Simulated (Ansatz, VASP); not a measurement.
**InSe: VASP beside Ansatz**

```xyz
8
Lattice="4.0917 0.0000 0.0000 -2.0459 3.5435 0.0000 0.0000 0.0000 18.3872" Properties=species:S:1:pos:R:3 pbc="T T T"
In    0.0000    2.3624    3.1858
In    2.0459    1.1812   12.3794
In    0.0000    2.3624    6.0078
In    2.0459    1.1812   15.2014
Se    0.0000    2.3624   11.1090
Se    2.0459    1.1812    1.9154
Se    0.0000    2.3624   16.4718
Se    2.0459    1.1812    7.2782
```

Alike in both runs: functional PBE; k mesh 6 × 6 × 2; occupations gaussian, width 0.1 eV; no spin polarisation.

Ansatz relaxed the structure, and its values are those at the end. VASP's run is a single point on that final structure, the one shown.

```csv
,VASP,Ansatz
version,VASP 6.6.1,Ansatz 0.2.0
potentials or method,"VASP PAW PBE potentials, release 64 (In_d, Se), cutoff 520 eV","scalar-relativistic, plane waves, PAW"
valence electrons in the cell,76,116
```

|  | VASP | Ansatz | Ansatz less VASP |
| --- | --- | --- | --- |
| gap on the k mesh at the Fermi level (eV) | 0.68 | 0.69 | +0.011 |
| least direct gap on the mesh (eV) | 0.68 | 0.69 | +0.011 |
| pressure (GPa) | 0.0 | 0.0 | -0.03 |
| rms of the force components (eV/Å) | 0.005 | 0.008 | +0.0024 |

VASP's potentials hold 76 valence electrons a cell and Ansatz's 116, so a difference there can come from the potentials and not from the codes.
